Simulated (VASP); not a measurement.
# AlN (P6_3mc) in VASP: further runs, part 2 of 2

VASP 6.6.1. Earlier steps stand in the parts before.

**4. Single point, PBE-based screened hybrid with 15 % exact exchange**

Input file POSCAR:

```
AlN
1.0
    3.1130000000      0.0000000000      0.0000000000
   -1.5565000000      2.6959370820      0.0000000000
    0.0000000000      0.0000000000      4.9810000000
Al N
2 2
Direct
    0.6666666667      0.3333333333      0.5000000000
    0.3333333333      0.6666666667      0.0000000000
    0.6666666667      0.3333333333      0.8800000000
    0.3333333333      0.6666666667      0.3800000000
```

Input file INCAR.step1:

```
SYSTEM = AlN
PREC     = Accurate       ! precision mode
ENCUT    = 520            ! plane-wave cutoff, eV
EDIFF    = 1E-5           ! SCF threshold, eV
ISMEAR   = -1             ! smearing method
SIGMA    = 0.05           ! smearing width, eV
LREAL    = .False.        ! projectors in reciprocal space
LASPH    = .True.         ! aspherical terms in the spheres
NELM     = 80             ! most SCF steps
ALGO     = Normal         ! electronic algorithm
ISIF     = 2              ! what is computed and relaxed
LWAVE    = .True.         ! write WAVECAR
NBANDS   = 16             ! bands
GGA      = PE             ! functional
```

Input file INCAR.step2:

```
SYSTEM = AlN
PREC     = Accurate       ! precision mode
ENCUT    = 520            ! plane-wave cutoff, eV
EDIFF    = 1E-7           ! SCF threshold, eV
ISMEAR   = -1             ! smearing method
SIGMA    = 0.05           ! smearing width, eV
LREAL    = .False.        ! projectors in reciprocal space
LASPH    = .True.         ! aspherical terms in the spheres
NELM     = 80             ! most SCF steps
ALGO     = Normal         ! electronic algorithm
ISIF     = 2              ! what is computed and relaxed
LWAVE    = .False.        ! write WAVECAR
LCHARG   = .True.         ! write CHGCAR
GGA      = PE             ! functional
LHFCALC  = .True.         ! exact exchange
AEXX     = 0.15           ! exact-exchange fraction
HFSCREEN = 0.2            ! screening, 1/A
PRECFOCK = Normal       
LELF     = .True.         ! ELF
LVHAR    = .True.       
NBANDS   = 16             ! bands
ISTART   = 1
```

Input file KPOINTS:

```
regular mesh
0
Gamma
  5 5 3
  0 0 0
```

Potentials or basis: VASP PAW PBE potentials, release 64 (Al, N).

Started as:

```bash
$ cat potpaw_PBE.64/Al/POTCAR potpaw_PBE.64/N/POTCAR > POTCAR
$ cp INCAR.step1 INCAR
$ mpirun -np 1 vasp_std > vasp.out
$ cp INCAR.step2 INCAR
$ mpirun -np 1 vasp_std > vasp.out
```

OUTCAR:

```text
SYSTEM = AlN
   PREC = Accurate
   ENCUT = 520
   EDIFF = 1E-7
   ISMEAR = -1
   LREAL = .False.
   LASPH = .True.
   NELM = 80
   ISIF = 2
   GGA = PE
   LHFCALC = .True.
   AEXX = 0.15
   HFSCREEN = 0.2
   PRECFOCK = Normal
   ISTART = 1

 ion  position               nearest neighbor table
   1  0.667  0.333  0.500-   3 1.89   4 1.89   4 1.89   4 1.89   2 3.07   2 3.07   2 3.07   2 3.07
                             2 3.07   2 3.07
   2  0.333  0.667  0.000-   4 1.89   3 1.89   3 1.89   3 1.89   1 3.07   1 3.07   1 3.07   1 3.07
                             1 3.07   1 3.07
   3  0.667  0.333  0.880-   1 1.89   2 1.89   2 1.89   2 1.89
   4  0.333  0.667  0.380-   2 1.89   1 1.89   1 1.89   1 1.89

  LATTYP: Found a hexagonal cell.
 ALAT       =     3.1130000000
 C/A-ratio  =     1.6000642467

  Lattice vectors:

 A1 = (   3.1130000000,   0.0000000000,   0.0000000000)
 A2 = (  -1.5565000000,   2.6959370820,   0.0000000000)
 A3 = (   0.0000000000,   0.0000000000,   4.9810000000)

Analysis of symmetry for initial positions (statically):
=====================================================================
 Subroutine PRICEL returns:
 Original cell was already a primitive cell.

 Routine SETGRP: Setting up the symmetry group for a
 hexagonal supercell.

 Subroutine GETGRP returns: Found 12 space group operations
 (whereof  6 operations were pure point group operations)
 out of a pool of 24 trial point group operations.

The static configuration has the point symmetry C_3v.
 The point group associated with its full space group is C_6v.

Analysis of symmetry for dynamics (positions and initial velocities):
=====================================================================
 Subroutine PRICEL returns:
 Original cell was already a primitive cell.

 Routine SETGRP: Setting up the symmetry group for a
 hexagonal supercell.

 Subroutine GETGRP returns: Found 12 space group operations
 (whereof  6 operations were pure point group operations)
 out of a pool of 24 trial point group operations.

The dynamic configuration has the point symmetry C_3v.
 The point group associated with its full space group is C_6v.

 Subroutine INISYM returns: Found 12 space group operations
 (whereof  6 operations are pure point group operations),
 and found     1 'primitive' translations

----------------------------------------------------------------------------------------

                                     Primitive cell

  volume of cell :      41.8028

  direct lattice vectors                    reciprocal lattice vectors
     3.113000000  0.000000000  0.000000000     0.321233537  0.185464269  0.000000000
    -1.556500000  2.695937082  0.000000000     0.000000000  0.370928538  0.000000000
     0.000000000  0.000000000  4.981000000     0.000000000  0.000000000  0.200762899

  length of vectors
     3.113000000  3.113000000  4.981000000     0.370928538  0.370928538  0.200762899

  position of ions in fractional coordinates (direct lattice)
     0.666666667  0.333333333  0.500000000
[... 45 lines left out ...]
  0.200000 -0.000000  0.333333     12.000000
  0.400000  0.000000  0.333333     12.000000
  0.200000  0.200000  0.333333     12.000000
  0.400000  0.200000  0.333333     12.000000
   k-points           NKPTS =     10   k-points in BZ     NKDIM =     75   number of bands    NBANDS=     16
   number of dos      NEDOS =    301   number of ions     NIONS =      4
   total plane-waves  NPLWV =  23040
   dimension x,y,z NGX =    24 NGY =   24 NGZ =   40
   dimension x,y,z NGXF=    48 NGYF=   48 NGZF=   80
   ions per type =               2   2
   NGX,Y,Z   is equivalent  to a cutoff of  12.82, 12.82, 13.35 a.u.
   NGXF,Y,Z  is equivalent  to a cutoff of  25.63, 25.63, 26.70 a.u.
 SYSTEM =  AlN
   PREC   = accura    normal or accurate (medium, high low for compatibility)
   ISTART =      1    job   : 0-new  1-cont  2-samecut
   ICHARG =      0    charge: 1-file 2-atom 10-const
   ISPIN  =      1    spin polarized calculation?
   LNONCOLLINEAR =      F non collinear calculations
   LSORBIT =      F    spin-orbit coupling
   LASPH  =      T    aspherical Exc in radial PAW
   ENCUT  =  520.0 eV  38.22 Ry    6.18 a.u.   5.79  5.79  9.26*2*pi/ulx,y,z
   NELM   =     80;   NELMIN=  2; NELMDL=  0     # of ELM steps
   EDIFF  = 0.1E-06   stopping-criterion for ELM
   LREAL  =      F    real-space projection
   EDIFFG = 0.1E-05   stopping-criterion for IOM
   NSW    =      0    number of steps for IOM
   IBRION =     -1    ionic relax: 0-MD 1-quasi-New 2-CG
   NFREE  =      0    steps in history (QN), initial steepest desc. (CG)
   ISIF   =      2    stress and relaxation
   ISYM   =      3    0-nonsym 1-usesym 2-fastsym
   POTIM  = 0.5000    time-step for ionic-motion
   TEBEG  =    0.0;   TEEND  =   0.0 temperature during run
   PSTRESS=    0.0 pullay stress
   NELECT =      16.0000    total number of electrons
   NUPDOWN=      -1.0000    fix difference up-down
   EMIN   =  10.00;   EMAX   =-10.00  energy-range for DOS
   EFERMI =   0.00;   METHOD = LEGACY
   ISMEAR =    -1;   SIGMA  =   0.05  broadening in eV -4-tet -1-fermi 0-gaus
   EFERMI_NEDOS =   21; number of points for ismear=-14 and -15
   IALGO  =     38    algorithm
   IMIX   =      1    mixing-type and parameters
     AMIX     =   0.40;   BMIX     =  1.00
     AMIX_MAG =   1.60;   BMIX_MAG =  1.00
  volume/ion in A,a.u.               =      10.45        70.52
  Fermi-wavevector in a.u.,A,eV,Ry     =   1.188629  2.246183 19.222843  1.412839
  Thomas-Fermi vector in A             =   2.324754
   LORBIT       =      0    0 simple, 1 ext, 2 COOP (PROOUT), +10 PAW based schemes
   GGA     = PE    functional components
   LHFCALC =     T    Hartree Fock is set to
   PRECFOCK=normal    Normal, Fast or Accurate (Low or Medium for compatibility)
   ENCUT4O =  -1.0   cutoff for four orbital integrals eV
   NKREDX  =     1    reduce k-point grid by
   NKREDY  =     1    reduce k-point grid by
   NKREDZ  =     1    reduce k-point grid by
   AEXX    =    0.1500 exact exchange contribution
   HFSCREEN=    0.2000 screening length (either q_TF or 0.3 A-1)
   HFSCREENC=   0.2000 screening length for correlation (either q_TF or 0.3 A-1)
   ENCUTFOCK=  -1.0 apply spherical cutoff to Coloumb kernel
   IVDW    =     0    specifies the selected vdW correction
   LEPSILON=     F    determine dielectric tensor
   LRPA    =     F    only Hartree local field effects (RPA)
 non-spin polarized calculation
  energy-cutoff  :      520.00
  volume of cell :       41.80
 maximum number of plane-waves:      1142
 NGX is ok and might be reduce to    24
  NGX = 18; NGY = 18; NGZ = 28

 number of electron      15.9999997 magnetization

 Free energy of the ion-electron system (eV)
  ---------------------------------------------------
  ext. energy  EPLUGINS =         0.00000000
  ---------------------------------------------------
  free energy    TOTEN  =       -32.84868316 eV

  energy without entropy =      -32.84868316  energy(sigma->0) =      -32.84868316

 E-fermi :   6.6489     XC(G=0):  -9.7486

 val. band max:        5.5760879831   @ k =   0.0000   0.0000   0.0000
 cond. band min:      10.6146608109   @ k =   0.0000   0.0000   0.0000
 fundamental gap:      5.0385728278
 Fermi energy:         6.6488725559

 k-point     1 :       0.0000    0.0000    0.0000
  band No.  band energies     occupation
      1     -10.4953      2.00000
      2      -8.2610      2.00000
      3      -0.7106      2.00000
      4       4.6896      2.00000
      5       4.6896      2.00000
      6       5.3872      2.00000
[... 167 lines left out ...]
      3       0.0359      2.00000
      4       0.5172      2.00000
      5       1.9794      2.00000
      6       2.9360      2.00000
[... 8 lines left out ...]
     15      19.8955      0.00000
     16      21.3042      0.00000

------------------------ aborting loop because EDIFF is reached ----------------------------------------

  FORCE on cell =-STRESS in cart. coord.  units (eV):
  Direction    XX          YY          ZZ          XY          YZ          ZX
  --------------------------------------------------------------------------------------
  -------------------------------------------------------------------------------------
  Total       -0.0555758     -0.0555758      0.3554732      0.0000000     -0.0000000     -0.0000000
  in kB       -2.1300538     -2.1300538     13.6242333      0.0000000     -0.0000000     -0.0000000
  external PRESSURE =       3.1213752 kB  Pullay stress =       0.0000000 kB

 VOLUME and BASIS-vectors are now :
 -----------------------------------------------------------------------------
  energy-cutoff  :      520.00
  volume of cell :       41.80
      direct lattice vectors                 reciprocal lattice vectors
     3.113000000  0.000000000  0.000000000     0.321233537  0.185464269  0.000000000
    -1.556500000  2.695937082  0.000000000     0.000000000  0.370928538  0.000000000
     0.000000000  0.000000000  4.981000000     0.000000000  0.000000000  0.200762899

 POSITION                                       TOTAL-FORCE (eV/Angst)
 -----------------------------------------------------------------------------------
      1.55650      0.89865      2.49050        -0.000000     -0.000000     -0.131029
     -0.00000      1.79729      0.00000         0.000000      0.000000     -0.131029
      1.55650      0.89865      4.38328         0.000000     -0.000000      0.131029
     -0.00000      1.79729      1.89278         0.000000      0.000000      0.131029
 -----------------------------------------------------------------------------------
    total drift:                               -0.000000     -0.000000      0.000313

  FREE ENERGIE OF THE ION-ELECTRON SYSTEM (eV)
  ---------------------------------------------------
  free  energy   TOTEN  =       -32.8486831611 eV

  energy  without entropy=      -32.8486831611  energy(sigma->0) =      -32.84868316
```

Wall time 13 min (1 thread of AMD EPYC 7R13, shared host); peak memory 0.22 GiB.

What came out:

```yaml
Free_energy: -32.8487 eV
Pressure: 0.3 GPa
Largest_force: 0.131 eV/Å
Band_gap_on_the_k_mesh: 5.04 eV
```

Forces in eV/Å, atoms in the order of the input:
```
Al   0.000  0.000 -0.131
Al   0.000  0.000 -0.131
N    0.000  0.000  0.131
N    0.000  0.000  0.131
```

Levels at points of the mesh, in eV from the valence-band top:
```csv
k point,band 4,band 5,band 6,band 7,band 8,band 9,band 10,band 11,band 12,band 13
"(0.00, 0.00, 0.00)",-0.89,-0.89,-0.19,-0.19,0.00,5.04,7.55,11.74,12.14,12.14
```

Caveat: the k points lie up to 0.47 Å⁻¹ apart; the PAW data sets were made with another functional, which shifts forces and pressure a little.

**5. Single point, PBE-based screened hybrid with 20 % exact exchange**

POSCAR is that of step 4.

Input file INCAR.step1:

```
PREC = Accurate
ENCUT = 520
EDIFF = 1E-5
ISMEAR = -1
SIGMA = 0.05
LREAL = F
LASPH = T
NELM = 60
ALGO = Normal
ISIF = 2
LWAVE = T
LCHARG = F
NBANDS = 16
GGA = PE
```

Input file INCAR.step2:

```
PREC = Accurate
ENCUT = 520
EDIFF = 1E-6
ISMEAR = -1
SIGMA = 0.05
LREAL = F
LASPH = T
NELM = 60
ALGO = Normal
ISIF = 2
LWAVE = F
LCHARG = F
GGA = PE
LHFCALC = T
AEXX = 0.2
HFSCREEN = 0.2
PRECFOCK = Normal
NBANDS = 16
ISTART = 1
```

Input file KPOINTS:

```
regular mesh
0
Gamma
  5 5 3
```

Started as:

```bash
$ cat potpaw_PBE.64/Al/POTCAR potpaw_PBE.64/N/POTCAR > POTCAR
$ cp INCAR.step1 INCAR
$ mpirun -np 1 vasp_std > vasp.out
$ cp INCAR.step2 INCAR
$ mpirun -np 1 vasp_std > vasp.out
```

Wall time 10 min (1 thread of AMD EPYC 7R13, shared host); peak memory 0.22 GiB.

The run converged. Its results:

| Item | Value |
| --- | --- |
| Free energy | -33.8958 eV |
| Pressure | -0.7 GPa |
| Largest force | 0.130 eV/Å |
| Band gap on the k mesh | 5.32 eV |

Forces in eV/Å, atoms in the order of the input:
```
Al   0.000  0.000 -0.130
Al   0.000  0.000 -0.130
N    0.000  0.000  0.130
N    0.000  0.000  0.130
```

Stress tensor (GPa, compression positive):
```
-1.25  0.00  0.00
 0.00 -1.25  0.00
 0.00  0.00  0.33
```

Levels at points of the mesh, in eV from the valence-band top:
```tsv
k point	band 6	band 7	band 8	band 9	band 10	band 11
(0.00, 0.00, 0.00)	-0.19	-0.19	0.00	5.32	7.85	12.11
```

Caveat: the k points lie up to 0.47 Å⁻¹ apart; the PAW data sets were made with another functional, which shifts forces and pressure a little.

**6. Summary**

```tsv
level	share of exact exchange	gap on the mesh (eV)	pressure (GPa)	largest force (eV/Å)
PBE-based screened hybrid with 5 % exact exchange	0.05	4.49	2.4	0.13
PBE-based screened hybrid with 10 % exact exchange	0.1	4.76	1.3	0.13
PBE-based screened hybrid with 15 % exact exchange	0.15	5.04	0.3	0.13
PBE-based screened hybrid with 20 % exact exchange	0.2	5.32	-0.7	0.13
```

Alike in all rows: task single point; potentials or basis VASP PAW PBE potentials, release 64 (Al, N); no spin polarisation; cell as given; k mesh 5 × 5 × 3; cutoff (eV) 520; smearing fermi-dirac 0.05 eV.

Caveats: all runs use coarse meshes; the PAW data sets were made with another functional, which shifts forces and pressure a little.

Total energies depend on the potentials used, so only differences within one code and one set of settings carry meaning.
